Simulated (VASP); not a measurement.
Here is a VASP 6.6.1 calculation.

The input INCAR:

```
SYSTEM = BaTiO3
ALGO     = Normal         ! electronic algorithm
EDIFF    = 1E-6           ! SCF threshold, eV
ENCUT    = 520            ! plane-wave cutoff, eV
GGA      = CA             ! functional
ISIF     = 2              ! what is computed and relaxed
ISMEAR   = 0              ! smearing method
LASPH    = .TRUE.         ! aspherical terms in the spheres
LCHARG   = .TRUE.         ! write CHGCAR
LELF     = .TRUE.         ! ELF
LREAL    = .FALSE.        ! projectors in reciprocal space
LVHAR    = .TRUE.       
LWAVE    = .FALSE.        ! write WAVECAR
NBANDS   = 28             ! bands
NELM     = 100            ! most SCF steps
PREC     = Accurate       ! precision mode
SIGMA    = 0.01           ! smearing width, eV
```

The input KPOINTS:

```
Automatic mesh
0
Gamma
  5 5 5
  0.5 0.5 0.5
```

POSCAR

```
BaTiO3
1.0
    3.9998000000      0.0000000000      0.0000000000
    0.0000000000      3.9998000000      0.0000000000
    0.0000000000      0.0000000000      4.0180000000
Ba Ti O
1 1 3
Direct
    0.0000000000      0.0000000000      0.0000000000
    0.5000000000      0.5000000000      0.4900000000
    0.5000000000      0.5000000000      0.0190000000
    0.5000000000      0.0000000000      0.5170000000
    0.0000000000      0.5000000000      0.5170000000
```

Potentials or basis: VASP PAW LDA potentials, release 64 (Ba_sv, Ti_sv, O).

The run is started by

```console
$ cat potpaw_LDA.64/Ba_sv/POTCAR potpaw_LDA.64/Ti_sv/POTCAR potpaw_LDA.64/O/POTCAR > POTCAR
$ mpirun -np 1 vasp_std > vasp.out
```

(1) What does it give for the pressure?

(2) Predict the band gap on the k mesh.

(3) Estimate the largest force.

## Answers

(1) -6.5 GPa.

(2) 2.06 eV, indirect (least direct gap 2.50 eV).

(3) 0.358 eV/Å.

Caveat: spin-orbit coupling is left out, which moves the levels of the heavy elements.
